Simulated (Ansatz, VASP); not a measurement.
## Tl: VASP beside Ansatz

The input INCAR:

```
SYSTEM = Tl
  PREC = Accurate
  ENCUT = 520
  EDIFF = 1E-6
  ISMEAR = 1
  SIGMA = 0.1
  LREAL = .FALSE.
  LASPH = .TRUE.
  NELM = 100
  ALGO = Normal
  ISIF = 2
  LWAVE = .FALSE.
  LCHARG = .FALSE.
  GGA = PE
  NBANDS = 20
```

File KPOINTS:

```
Automatic mesh
0
G
  10 10 6
  0 0 0
```

File POSCAR:

```
Tl
1.0
    3.5902820628      0.0000000000      0.0000000000
   -1.7951410314      3.1092754731      0.0000000000
    0.0000000000      0.0000000000      5.6419406004
Tl
2
Direct
    0.3333333333      0.6666666667      0.2500000000
    0.6666666667      0.3333333333      0.7500000000
```

Input for Ansatz:

```yaml
crystal:
  lattice:
    - [3.5902820628, 0.0, 0.0]
    - [-1.7951410314, 3.1092754731, 0.0]
    - [0.0, 0.0, 5.6419406004]
  atoms:
    - { symbol: Tl, position: [0.3333333333, 0.6666666667, 0.25] }
    - { symbol: Tl, position: [0.6666666667, 0.3333333333, 0.75] }
hamiltonian:
  xc: pbe
  pseudopotentials:
    kind: paw
    azcp:
      Tl: "pseudopotentials/Tl.paw.azcp"
basis:
  ecutwfc: 420
  fft_grid_basis: typed
kpoints:
  mp_grid: { grid: [10, 10, 6], shift: [0, 0, 0] }
magnetization:
  spin_polarized: false
scf:
  occupations: { method: methfessel_paxton, width: 0.1 }
  lower_state_search: "off"
output:
  stress: true
```

Alike in both runs: task single point; functional PBE; k mesh 10 × 10 × 6; occupations methfessel-paxton of order 1, width 0.1 eV; no spin polarisation.

|  | VASP | Ansatz |
| --- | --- | --- |
| version | VASP 6.6.1 | Ansatz 0.2.0 |
| potentials or method | VASP PAW PBE potentials, release 64 (Tl_d), cutoff 520 eV | plane waves (420 eV) with PAW, scalar-relativistic |
| valence electrons in the cell | 26 | 26 |

Ansatz gave:

| Quantity | Value |
| --- | --- |
| pressure (GPa) | -0.1 |
| traceless stress, the component that is largest in VASP (GPa) | 0.45 |

Question: Which values does VASP return?

Answer: Pressure (GPa): -0.1; traceless stress, the component that is largest in VASP (GPa): 0.43.

The functional is the same, so the differences come from potentials, cutoffs and numerics.

Spin-orbit coupling is off throughout.
